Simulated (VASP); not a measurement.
Wanted: the native input for a VASP 6.6.1 run.

| Item | Value |
| --- | --- |
| Task | single point |
| Functional | PBE |
| Potentials or basis | VASP PAW PBE potentials, release 64 (Si, Ge_d) |
| Cutoff | 500 eV |
| k mesh | 4 × 4 × 3 |
| Occupations | gaussian, width 0.2 eV |
| Spin | no spin polarisation |
| Dipole correction | no |
| Further INCAR settings | ALGO = Normal; EDIFF = 1e-06; NBANDS = 31 |

The structure of Si2Ge lies in POSCAR:

```
Si2Ge
1.0
    4.6661169588     -0.0000000031      0.0000000000
   -2.3330584767      4.0409758250      0.0000000000
    0.0000000000      0.0000000000      5.2427727772
Si Ge
4 2
Direct
    0.0000000000      0.0000000000      0.5000000000
    0.0000000000      0.0000000000      0.0000000000
    0.6666666667      0.3333333333      0.2500000000
    0.3333333333      0.6666666667      0.7500000000
    0.6666666667      0.3333333333      0.7500000000
    0.3333333333      0.6666666667      0.2500000000
```

One way to write it, as run:

INCAR

```
SYSTEM = Si2Ge
PREC = Accurate
ENCUT = 500
EDIFF = 1E-6
ISMEAR = 0
SIGMA = 0.2
LREAL = .False.
LASPH = .True.
NELM = 120
ALGO = Normal
ISIF = 2
LWAVE = .False.
LCHARG = .False.
GGA = PE
NBANDS = 31
GGA_COMPAT = .False.
```

KPOINTS

```
regular mesh
0
Gamma
  4 4 3
  0 0 0
```

Potentials or basis: VASP PAW PBE potentials, release 64 (Si, Ge_d).

Launch:

```bash
$ cat potpaw_PBE.64/Si/POTCAR potpaw_PBE.64/Ge_d/POTCAR > POTCAR
$ mpirun -np 1 vasp_std > vasp.out
```

Results of the run:

```
Pressure               : -0.3 GPa
Band gap on the k mesh : zero (band 22 reaches 9.96 eV, above the bottom of band 23 at 6.58 eV)
```

Caveat: the k points lie up to 0.40 Å⁻¹ apart.

It took 26 s on 1 thread of Intel Xeon 6975P-C (shared host), peak memory 0.21 GiB.
